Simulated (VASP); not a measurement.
Wanted: the native input for a VASP 6.6.1 run.

- Task: single point
- Functional: LDA
- Potentials or basis: VASP PAW LDA potentials, release 64 (Si)
- Cutoff: 520 eV
- k mesh: 12 × 12 × 6
- Occupations: gaussian, width 0.03 eV
- Spin: no spin polarisation
- Dipole correction: no
- Further INCAR settings: ALGO = Normal; EDIFF = 1e-07; NBANDS = 16

The structure of Si lies in POSCAR:

```
Si
1.0
    3.7522730523      0.0000000000      0.0000000000
   -1.8761365262      3.2495637852      0.0000000000
    0.0000000000      0.0000000000      6.4554105591
Si
4
Direct
    0.3333333333      0.6666666667      0.0868883759
    0.6666666667      0.3333333333      0.5868883759
    0.3333333333      0.6666666667      0.4131116241
    0.6666666667      0.3333333333      0.9131116241
```

This cell differs from its parent crystal: c/a of the conventional cell at fixed volume 1.7204.

These files were run (other wordings do the same):

INCAR

```
SYSTEM = Si
ALGO = Normal ; EDIFF = 1E-7
ENCUT = 520 ; GGA = CA
ISIF = 2 ; ISMEAR = 0
LASPH = .TRUE. ; LCHARG = .FALSE.
LREAL = .FALSE. ; LWAVE = .FALSE.
NBANDS = 16 ; NELM = 80
PREC = Accurate ; SIGMA = 0.03
```

KPOINTS

```
k-points
0
G
  12 12 6
  0 0 0
```

Potentials or basis: VASP PAW LDA potentials, release 64 (Si).

The run is started by

```console
$ cat potpaw_LDA.64/Si/POTCAR > POTCAR
$ mpirun -np 1 vasp_std > vasp.out
```

Results of the run:

```yaml
Pressure: 1.6 GPa
Largest_force: 4.746 eV/Å
Band_gap_on_the_k_mesh: zero (band 8 reaches 7.17 eV, above the bottom of band 9 at 5.81 eV)
```

Caveat: forces of over 1 eV/Å act on the atoms, so gaps and moduli don't describe the material at rest.

It took 50 s on 1 thread of Intel(R) Xeon(R) Platinum 8488C (Sapphire Rapids), on a shared host, peak memory 0.19 GiB.
